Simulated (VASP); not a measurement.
A run of VASP 6.6.1:

Contents of INCAR:

```
SYSTEM = Cu2H3
ALGO     = Normal         ! electronic algorithm
EDIFF    = 1E-6           ! SCF threshold, eV
ENCUT    = 520            ! plane-wave cutoff, eV
GGA      = PE             ! functional
ISIF     = 2              ! what is computed and relaxed
ISMEAR   = 0              ! smearing method
LASPH    = .True.         ! aspherical terms in the spheres
LCHARG   = .True.         ! write CHGCAR
LELF     = .True.         ! ELF
LREAL    = .False.        ! projectors in reciprocal space
LVHAR    = .True.       
LWAVE    = .False.        ! write WAVECAR
NBANDS   = 20             ! bands
NELM     = 100            ! most SCF steps
PREC     = Accurate       ! precision mode
SIGMA    = 0.1            ! smearing width, eV
```

KPOINTS

```
k-points
0
Gamma
  6 4 4
  0 0 0
```

POSCAR

```
Cu2H3
1.0
    3.2918257000      0.0000000000      0.0000000000
    0.0000000000      4.0495665500      0.0000000000
    0.0000000000      0.0000000000      4.8818395300
Cu H
2 3
Direct
    0.5000000000      0.5000000000      0.5000000000
    0.5000000000      0.0000000000      0.5000000000
    0.0000000000      0.0000000000      0.5000000000
    0.5000000000      0.0000000000      0.0000000000
    0.0000000000      0.0000000000      0.0000000000
```

Potentials or basis: VASP PAW PBE potentials, release 64 (Cu, H).

Command:

```bash
$ cat potpaw_PBE.64/Cu/POTCAR potpaw_PBE.64/H/POTCAR > POTCAR
$ mpirun -np 1 vasp_std > vasp.out
```

Hardware: 1 thread of Oxide Virtual Turin-like Processor, with other jobs on the host.

Q: Estimate the wall time of this run.

A: Run time: 82 s on 1 thread of Oxide Virtual Turin-like Processor, with other jobs on the host, peak memory 0.15 GiB. Counts: scf iterations 16, k points 36.
